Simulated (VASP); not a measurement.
# EuNbTe4 (I422) in VASP: single point with PBE

Aim: the single point of EuNbTe4 with PBE.

All numbers are computed with VASP 6.6.1; they aren't measurements. Logs are shortened: lines on timing, memory, paths and dates and some standing lists are left out, and cuts for length are marked.

## Step 1: The cell of the first run

It takes space group I422 (No. 97, tetragonal). The conventional cell has a = 7.273 Å, b = 7.273 Å, c = 6.011 Å, α = 90.00°, β = 90.00°, γ = 90.00°. Eu (site symmetry 422) has 2 Nb at 3.01 Å and 8 Te at 3.11 Å within 4.0 Å. Within 4.0 Å of Nb (site symmetry 422) lie 2 Eu at 3.01 Å and 8 Te at 3.11 Å. Te (site symmetry 2) has 2 Nb at 3.11 Å and 2 Eu at 3.11 Å and 11 Te at 3.37 to 3.85 Å within 4.1 Å.

## Step 2: Single point, PBE, collinear spin, ferromagnetic start

INCAR

```
SYSTEM = EuNbTe4
  PREC = Accurate
  ENCUT = 520
  EDIFF = 1E-6
  ISMEAR = 0
  SIGMA = 0.1
  LREAL = .FALSE.
  LASPH = .TRUE.
  NELM = 150
  ALGO = Normal
  ISIF = 2
  LWAVE = .FALSE.
  LCHARG = .FALSE.
  ISPIN = 2
  MAGMOM = 7 0 0 0 0 0
  LORBIT = 11
  LMAXMIX = 6
  GGA = PE
  NBANDS = 40
```

KPOINTS

```
Automatic mesh
0
G
  4 4 4
  0 0 0
```

POSCAR

```
EuNbTe4
1.0
   -3.6366825600      3.6366825600      3.0054283500
    3.6366825600     -3.6366825600      3.0054283500
    3.6366825600      3.6366825600     -3.0054283500
Eu Nb Te
1 1 4
Direct
    0.5000000000      0.5000000000      0.0000000000
    0.0000000000      0.0000000000      0.0000000000
    0.9139924900      0.4139924900      0.8279849900
    0.5860075100      0.0860075100      0.1720150100
    0.0860075100      0.9139924900      0.5000000000
    0.4139924900      0.5860075100      0.5000000000
```

Potentials or basis: VASP PAW PBE potentials, release 64 (Eu, Nb_sv, Te).

Run with:

```bash
$ cat potpaw_PBE.64/Eu/POTCAR potpaw_PBE.64/Nb_sv/POTCAR potpaw_PBE.64/Te/POTCAR > POTCAR
$ mpirun -np 1 vasp_std > vasp.out
```

OUTCAR:

```text
SYSTEM = EuNbTe4
   PREC = Accurate
   ENCUT = 520
   EDIFF = 1E-6
   ISMEAR = 0
   LREAL = .FALSE.
   LASPH = .TRUE.
   NELM = 150
   ISIF = 2
   ISPIN = 2
   LORBIT = 11
   GGA = PE

 ion  position               nearest neighbor table
   1  0.500  0.500  0.000-   2 3.01   2 3.01   4 3.11   3 3.11   3 3.11   4 3.11   5 3.11   5 3.11
                             6 3.11   6 3.11
   2  0.000  0.000  0.000-   1 3.01   1 3.01   4 3.11   3 3.11   3 3.11   4 3.11   6 3.11   6 3.11
                             5 3.11   5 3.11
   3  0.914  0.414  0.828-   1 3.11   2 3.11   1 3.11   2 3.11   4 3.37   4 3.49   4 3.49
   4  0.586  0.086  0.172-   1 3.11   2 3.11   1 3.11   2 3.11   3 3.37   3 3.49   3 3.49
   5  0.086  0.914  0.500-   1 3.11   1 3.11   2 3.11   2 3.11   6 3.37   6 3.49   6 3.49
   6  0.414  0.586  0.500-   2 3.11   2 3.11   1 3.11   1 3.11   5 3.37   5 3.49   5 3.49

  LATTYP: Found a body centered tetragonal cell.
 ALAT       =     7.2733651200
 C/A-ratio  =     0.8264203159

  Lattice vectors:

 A1 = (  -3.6366825600,   3.6366825600,   3.0054283500)
 A2 = (   3.6366825600,  -3.6366825600,   3.0054283500)
 A3 = (   3.6366825600,   3.6366825600,  -3.0054283500)

Analysis of symmetry for initial positions (statically):
=====================================================================
 Subroutine PRICEL returns:
 Original cell was already a primitive cell.

 Routine SETGRP: Setting up the symmetry group for a
 body centered tetragonal supercell.

 Subroutine GETGRP returns: Found  8 space group operations
 (whereof  8 operations were pure point group operations)
 out of a pool of 16 trial point group operations.

The static configuration has the point symmetry D_4 .

Analysis of symmetry for dynamics (positions and initial velocities):
=====================================================================
 Subroutine PRICEL returns:
 Original cell was already a primitive cell.

 Routine SETGRP: Setting up the symmetry group for a
 body centered tetragonal supercell.

 Subroutine GETGRP returns: Found  8 space group operations
 (whereof  8 operations were pure point group operations)
 out of a pool of 16 trial point group operations.

The dynamic configuration has the point symmetry D_4 .

Analysis of structural, dynamic, and magnetic symmetry:
=====================================================================
 Subroutine PRICEL returns:
 Original cell was already a primitive cell.

 Routine SETGRP: Setting up the symmetry group for a
 body centered tetragonal supercell.

 Subroutine GETGRP returns: Found  8 space group operations
 (whereof  8 operations were pure point group operations)
 out of a pool of 16 trial point group operations.

The overall configuration has the point symmetry D_4 .

 Subroutine INISYM returns: Found  8 space group operations
 (whereof  8 operations are pure point group operations),
 and found     1 'primitive' translations

----------------------------------------------------------------------------------------

                                     Primitive cell

  volume of cell :     158.9927

  direct lattice vectors                    reciprocal lattice vectors
    -3.636682560  3.636682560  3.005428350     0.000000000  0.137487942  0.166365636
     3.636682560 -3.636682560  3.005428350     0.137487942  0.000000000  0.166365636
     3.636682560  3.636682560 -3.005428350     0.137487942  0.137487942  0.000000000

  length of vectors
     5.956804483  5.956804483  5.956804483     0.215825066  0.215825066  0.194437312

  position of ions in fractional coordinates (direct lattice)
     0.500000000  0.500000000  0.000000000
     0.000000000  0.000000000  0.000000000
     0.913992490  0.413992490  0.827984990
     0.586007510  0.086007510  0.172015010
     0.086007510  0.913992490  0.500000000
     0.413992490  0.586007510  0.500000000

  ion indices of the primitive-cell ions
   primitive index   ion index
                 1           1
                 2           2
                 3           3
                 4           4
                 5           5
                 6           6

----------------------------------------------------------------------------------------

 KPOINTS: Automatic mesh

Automatic generation of k-mesh.
 Grid dimensions read from file:
 generate k-points for:    4    4    4

 Generating k-lattice:

  Cartesian coordinates                     Fractional coordinates (reciprocal lattice)
     0.000000000  0.034371985  0.041591409     0.250000000  0.000000000 -0.000000000
     0.034371985  0.000000000  0.041591409     0.000000000  0.250000000 -0.000000000
     0.034371985  0.034371985  0.000000000     0.000000000  0.000000000  0.250000000

  Length of vectors
     0.053956266  0.053956266  0.048609328

  Shift w.r.t. Gamma in fractional coordinates (k-lattice)
     0.000000000  0.000000000  0.000000000

 Subroutine IBZKPT returns following result:
 ===========================================

 Found     13 irreducible k-points:

 Following reciprocal coordinates:
            Coordinates               Weight
  0.000000  0.000000  0.000000      1.000000
  0.250000  0.000000  0.000000      8.000000
  0.500000  0.000000  0.000000      4.000000
  0.250000  0.250000  0.000000      8.000000
  0.500000  0.250000  0.000000     16.000000
 -0.250000  0.250000  0.000000      4.000000
  0.500000  0.500000  0.000000      2.000000
  0.250000  0.250000  0.250000      2.000000
 -0.250000  0.250000  0.250000      4.000000
  0.500000  0.500000  0.250000      4.000000
 -0.250000  0.500000  0.250000      8.000000
 -0.250000 -0.250000  0.250000      2.000000
  0.500000  0.500000  0.500000      1.000000
   k-points           NKPTS =     13   k-points in BZ     NKDIM =     13   number of bands    NBANDS=     40
   number of dos      NEDOS =    301   number of ions     NIONS =      6
   total plane-waves  NPLWV = 110592
   dimension x,y,z NGX =    48 NGY =   48 NGZ =   48
   dimension x,y,z NGXF=    96 NGYF=   96 NGZF=   96
   ions per type =               1   1   4
   NGX,Y,Z   is equivalent  to a cutoff of  13.40, 13.40, 13.40 a.u.
   NGXF,Y,Z  is equivalent  to a cutoff of  26.79, 26.79, 26.79 a.u.
 SYSTEM =  EuNbTe4
   PREC   = accura    normal or accurate (medium, high low for compatibility)
   ISTART =      0    job   : 0-new  1-cont  2-samecut
   ICHARG =      2    charge: 1-file 2-atom 10-const
   ISPIN  =      2    spin polarized calculation?
   LNONCOLLINEAR =      F non collinear calculations
   LSORBIT =      F    spin-orbit coupling
   LASPH  =      T    aspherical Exc in radial PAW
   ENCUT  =  520.0 eV  38.22 Ry    6.18 a.u.  11.08 11.08 11.08*2*pi/ulx,y,z
   NELM   =    150;   NELMIN=  2; NELMDL= -5     # of ELM steps
   EDIFF  = 0.1E-05   stopping-criterion for ELM
   LREAL  =      F    real-space projection
   EDIFFG = 0.1E-04   stopping-criterion for IOM
   NSW    =      0    number of steps for IOM
   IBRION =     -1    ionic relax: 0-MD 1-quasi-New 2-CG
   NFREE  =      0    steps in history (QN), initial steepest desc. (CG)
   ISIF   =      2    stress and relaxation
   ISYM   =      2    0-nonsym 1-usesym 2-fastsym
   POTIM  = 0.5000    time-step for ionic-motion
   TEBEG  =    0.0;   TEEND  =   0.0 temperature during run
   PSTRESS=    0.0 pullay stress
   NELECT =      54.0000    total number of electrons
   NUPDOWN=      -1.0000    fix difference up-down
   EMIN   =  10.00;   EMAX   =-10.00  energy-range for DOS
   EFERMI =   0.00;   METHOD = LEGACY
   ISMEAR =     0;   SIGMA  =   0.10  broadening in eV -4-tet -1-fermi 0-gaus
   EFERMI_NEDOS =   21; number of points for ismear=-14 and -15
   IALGO  =     38    algorithm
   IMIX   =      4    mixing-type and parameters
     AMIX     =   0.40;   BMIX     =  1.00
     AMIX_MAG =   1.60;   BMIX_MAG =  1.00
  volume/ion in A,a.u.               =      26.50       178.82
  Fermi-wavevector in a.u.,A,eV,Ry     =   1.142213  2.158469 17.750843  1.304650
  Thomas-Fermi vector in A             =   2.278911
   LORBIT       =     11    0 simple, 1 ext, 2 COOP (PROOUT), +10 PAW based schemes
   GGA     = PE    functional components
   LHFCALC =     F    Hartree Fock is set to
   AEXX    =    0.0000 exact exchange contribution
   IVDW    =     0    specifies the selected vdW correction
   LEPSILON=     F    determine dielectric tensor
   LRPA    =     F    only Hartree local field effects (RPA)
 spin polarized calculation
 Gauss-broadening in eV      SIGMA  =   0.10
  energy-cutoff  :      520.00
  volume of cell :      158.99
 maximum number of plane-waves:      4312
 NGX is ok and might be reduce to    48
   NGX = 23   NGY = 23   NGZ = 23

 number of electron      54.0000001 magnetization       6.0668849

 Free energy of the ion-electron system (eV)
  ---------------------------------------------------
  ext. energy  EPLUGINS =         0.00000000
  ---------------------------------------------------
  free energy    TOTEN  =       -36.20332454 eV

  energy without entropy =      -36.18032298  energy(sigma->0) =      -36.19182376

 E-fermi :   7.4603     XC(G=0): -10.4256

 val. band max:        7.4464206424   @ k =   0.5000   0.5000   0.0000
 cond. band min:       7.4822423538   @ k =   0.5000   0.0000   0.0000
 fundamental gap:      0.0358217114
 Fermi energy:         7.4603474489

 spin component 1

 k-point     1 :       0.0000    0.0000    0.0000
  band No.  band energies     occupation
      1     -48.0572      1.00000
      2     -33.5149      1.00000
      3     -24.1729      1.00000
      4     -24.1729      1.00000
      5     -23.9727      1.00000
      6     -12.3162      1.00000
[... 31 lines left out ...]
     38      12.0191      0.00000
     39      12.0191      0.00000

 k-point     2 :       0.2500    0.0000    0.0000
  band No.  band energies     occupation
      1     -48.0571      1.00000
      2     -33.5160      1.00000
      3     -24.1730      1.00000
      4     -24.1729      1.00000
      5     -23.9649      1.00000
      6     -12.3595      1.00000
[... 454 lines left out ...]
 k-point    13 :       0.5000    0.5000    0.5000
  band No.  band energies     occupation
      1     -48.0572      1.00000
      2     -33.5149      1.00000
      3     -24.1735      1.00000
      4     -24.1735      1.00000
      5     -23.9730      1.00000
      6     -12.3388      1.00000
[... 31 lines left out ...]
     38      11.6720      0.00000
     39      11.9653      0.00000
 Fermi energy:         7.4603474489

 spin component 2

 k-point     1 :       0.0000    0.0000    0.0000
  band No.  band energies     occupation
      1     -48.1483      1.00000
      2     -30.5790      1.00000
      3     -24.2817      1.00000
      4     -24.2817      1.00000
      5     -24.0655      1.00000
      6     -10.2727      1.00000
[... 31 lines left out ...]
     38      12.6692      0.00000
     39      12.6700      0.00000

 k-point     2 :       0.2500    0.0000    0.0000
  band No.  band energies     occupation
      1     -48.1483      1.00000
      2     -30.5810      1.00000
      3     -24.2819      1.00000
      4     -24.2818      1.00000
      5     -24.0573      1.00000
      6     -10.3330      1.00000
[... 454 lines left out ...]
 k-point    13 :       0.5000    0.5000    0.5000
  band No.  band energies     occupation
      1     -48.1484      1.00000
      2     -30.5789      1.00000
      3     -24.2823      1.00000
      4     -24.2823      1.00000
      5     -24.0658      1.00000
      6     -10.3113      1.00000
[... 31 lines left out ...]
     38      11.8305      0.00000
     39      12.5561      0.00000
 [bands above 39 left out]

------------------------ aborting loop because EDIFF is reached ----------------------------------------

  FORCE on cell =-STRESS in cart. coord.  units (eV):
  Direction    XX          YY          ZZ          XY          YZ          ZX
  --------------------------------------------------------------------------------------
  -------------------------------------------------------------------------------------
  Total       -2.0631192     -2.0631192      6.4065325      0.0000000     -0.0000000      0.0000000
  in kB      -20.7901561    -20.7901561     64.5589501      0.0000000     -0.0000000      0.0000000
  external PRESSURE =       7.6595460 kB  Pullay stress =       0.0000000 kB

 VOLUME and BASIS-vectors are now :
 -----------------------------------------------------------------------------
  energy-cutoff  :      520.00
  volume of cell :      158.99
      direct lattice vectors                 reciprocal lattice vectors
    -3.636682560  3.636682560  3.005428350     0.000000000  0.137487942  0.166365636
     3.636682560 -3.636682560  3.005428350     0.137487942  0.000000000  0.166365636
     3.636682560  3.636682560 -3.005428350     0.137487942  0.137487942  0.000000000

 POSITION                                       TOTAL-FORCE (eV/Angst)
 -----------------------------------------------------------------------------------
      0.00000      0.00000      3.00543         0.000000      0.000000      0.000000
      0.00000      0.00000      0.00000         0.000000     -0.000000      0.000000
      1.19278      4.82946      1.50271        -0.270755     -0.270755      0.000000
     -1.19278      2.44391      1.50271         0.270755      0.270755     -0.000000
      4.82946     -1.19278      1.50271        -0.270755      0.270755     -0.000000
      2.44391      1.19278      1.50271         0.270755     -0.270755      0.000000
 -----------------------------------------------------------------------------------
    total drift:                                0.000001     -0.000001     -0.000000

  FREE ENERGIE OF THE ION-ELECTRON SYSTEM (eV)
  ---------------------------------------------------
  free  energy   TOTEN  =       -36.2033245362 eV

  energy  without entropy=      -36.1803229810  energy(sigma->0) =      -36.19182376

 total charge

# of ion       s       p       d       f       tot
--------------------------------------------------
    1        2.050   5.734   0.636   6.440  14.860
    2        2.136   5.948   2.446   0.000  10.529
    3        1.390   1.919   0.039   0.000   3.348
    4        1.390   1.919   0.039   0.000   3.348
    5        1.390   1.919   0.039   0.000   3.348
    6        1.390   1.919   0.039   0.000   3.348
--------------------------------------------------
tot          9.747  19.356   3.238   6.440  38.781

 magnetization (x)

# of ion       s       p       d       f       tot
--------------------------------------------------
    1       -0.009  -0.104   0.096   6.359   6.342
    2        0.001  -0.000  -0.130   0.000  -0.129
    3       -0.005  -0.056  -0.000   0.000  -0.061
    4       -0.005  -0.056  -0.000   0.000  -0.061
    5       -0.005  -0.056  -0.000   0.000  -0.061
    6       -0.005  -0.056  -0.000   0.000  -0.061
--------------------------------------------------
tot         -0.027  -0.329  -0.034   6.359   5.969
```

It took 9.3 min on 1 thread of AMD EPYC 7R43 (Zen 3), shared host; peak memory 0.44 GiB.

Results:

| Item | Value |
| --- | --- |
| Free energy | -36.2033 eV |
| Pressure | 0.8 GPa |
| Largest force | 0.383 eV/Å |
| Net moment | 6.07 μB per cell |
| Site moments | Eu +6.34; Nb -0.13; Te -0.06 μB |
| Valence electrons inside the program's atomic spheres | Eu 14.86; Nb 10.53; Te 3.35 |

Forces on the atoms (eV/Å):
```
Eu   0.000  0.000  0.000
Nb   0.000  0.000  0.000
Te  -0.271 -0.271  0.000
Te   0.271  0.271  0.000
Te  -0.271  0.271  0.000
Te   0.271 -0.271  0.000
```

Levels at points of the mesh, in eV from the Fermi level:
Spin up:
```
           k point  band 26  band 27  band 28  band 29  band 30  band 31  band 32  band 33  band 34  band 35
(0.00, 0.00, 0.00)    -0.52    -0.47    -0.47    -0.46     0.28     0.28     0.64     0.69     1.43     1.43
(0.50, 0.00, 0.00)    -0.49    -0.48    -0.45    -0.38    -0.05     0.02     0.82     1.05     1.05     1.67
(0.50, 0.50, 0.00)    -0.56    -0.47    -0.47    -0.42    -0.39     0.29     0.71     0.83     0.88     1.67
(0.50, 0.50, 0.50)    -0.47    -0.47    -0.36    -0.08    -0.08     0.06     0.28     0.28     1.82     1.82
```
Spin down:
| k point | band 20 | band 21 | band 22 | band 23 | band 24 | band 25 | band 26 | band 27 | band 28 | band 29 |
| --- | --- | --- | --- | --- | --- | --- | --- | --- | --- | --- |
| (0.00, 0.00, 0.00) | -2.33 | -2.23 | -1.14 | 0.14 | 0.14 | 0.59 | 0.79 | 1.30 | 1.30 | 1.54 |
| (0.50, 0.00, 0.00) | -1.58 | -1.21 | -0.87 | -0.46 | -0.31 | 0.50 | 0.87 | 0.92 | 1.39 | 1.94 |
| (0.50, 0.50, 0.00) | -2.30 | -1.34 | -0.99 | -0.91 | -0.01 | 0.47 | 0.61 | 0.87 | 1.59 | 2.61 |
| (0.50, 0.50, 0.50) | -0.81 | -0.75 | -0.20 | -0.20 | -0.09 | -0.09 | -0.07 | 1.65 | 1.65 | 2.14 |

Caveat: spin-orbit coupling is left out, which moves the levels of the heavy elements; a cell with one magnetic atom can't hold antiferromagnetic order, which such compounds often take; without U or exact exchange the open f shell lies at the Fermi level, which spoils levels, moments and volumes. The state reached can hang on the start; a lower one may exist.
